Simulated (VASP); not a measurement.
Crystal: Ta2NbO2.

```
Ta Nb O
1.0
    -1.83871    1.83871    4.96049
     1.83871   -1.83871    4.96049
     1.83871    1.83871   -4.96049
Ta Nb O
2 1 2
Direct
  0.75000 0.25000 0.50000
  0.25000 0.75000 0.50000
  0.00000 0.00000 0.00000
  0.62085 0.62085 0.00000
  0.37915 0.37915 0.00000
```

```yaml
Program: VASP 6.6.1
Task: relaxation of cell and atoms
Functional: PBE
Potentials_or_basis: VASP PAW PBE potentials, release 64 (Ta_pv, Nb_sv, O)
Cutoff: 600 eV
k_mesh: 6 × 6 × 6
Occupations: gaussian, width 0.1 eV
Spin: no spin polarisation
```

At the start: pressure 10.4 GPa; volume 13.42 Å³/atom.

Where does the relaxation end?

Over 31 steps the energy falls by 591.9 meV/atom and the volume is 15.16 Å³/atom (+13.0 %); space group I4/mmm (No. 139, to 0.05 Å).

The path:
```
step  energy change (eV)  largest force (eV/Å)  pressure (GPa)  volume (Å³)
   1              0.0000                0.6952           10.44        67.08
   2             -0.0563                1.6527          -12.05        75.88
   3             -0.1917                1.2406           -3.12        71.68
   4             -0.4112                1.3220           -2.56        71.83
   5             -0.9856                1.3040            0.58        71.87
   6             -2.3317                1.8661            0.45        69.81
   7            144.6750              345.9741          692.92        55.66
   8              0.6099                4.4826           -3.38        69.68
   9             -0.4923                0.0830           20.35        64.43
  10             -0.5299                5.0227           -3.28        67.67
  11             -1.0321                4.1316            2.50        66.17
  12             -0.9620                2.6979            8.95        65.33
  13             -1.0309                3.3452            6.08        65.66
  14             -1.0954                2.6453            6.70        65.84
  15             -1.1177                1.7877            7.85        66.04
  16             -1.2047                1.7145            6.90        66.25
  17             -1.4405                1.5394            4.30        66.86
  18             -1.8107                1.3455            0.00        68.08
  19             -2.2466                1.2634           -5.96        70.44
  20             -2.4876                1.2833          -11.49        74.88
  21             -2.7147                0.8753           -3.15        72.15
  22             -2.7554                0.6351            2.63        70.58
  23             -2.7555                0.6219            2.96        70.50
  24             -2.7843                0.5092            2.87        70.83
  25             -2.8504                0.1236            2.63        71.81
  26             -2.8735                0.8024            2.40        73.77
  27             -2.8827                0.4837            2.47        73.13
  28             -2.9152                0.3422            0.56        74.18
  29             -2.9399                0.1230           -2.80        76.28
  30             -2.9589                0.0213           -0.74        75.91
  31             -2.9597                0.0019           -0.20        75.82
```

Final structure:
```
Ta Nb O
1.0
    -2.12767    2.12767    4.18735
     2.12767   -2.12767    4.18735
     2.12767    2.12767   -4.18735
Ta Nb O
2 1 2
Cartesian
  0.0000 2.1277 2.0937
  2.1277 0.0000 2.0937
  0.0000 0.0000 0.0000
  0.0000 0.0000 6.2060
  0.0000 0.0000 2.1687
```

Caveat: the k points lie up to 0.35 Å⁻¹ apart in the final cell; an odd number of electrons without spin polarisation forces a metal; a magnetic or distorted state may lie lower.
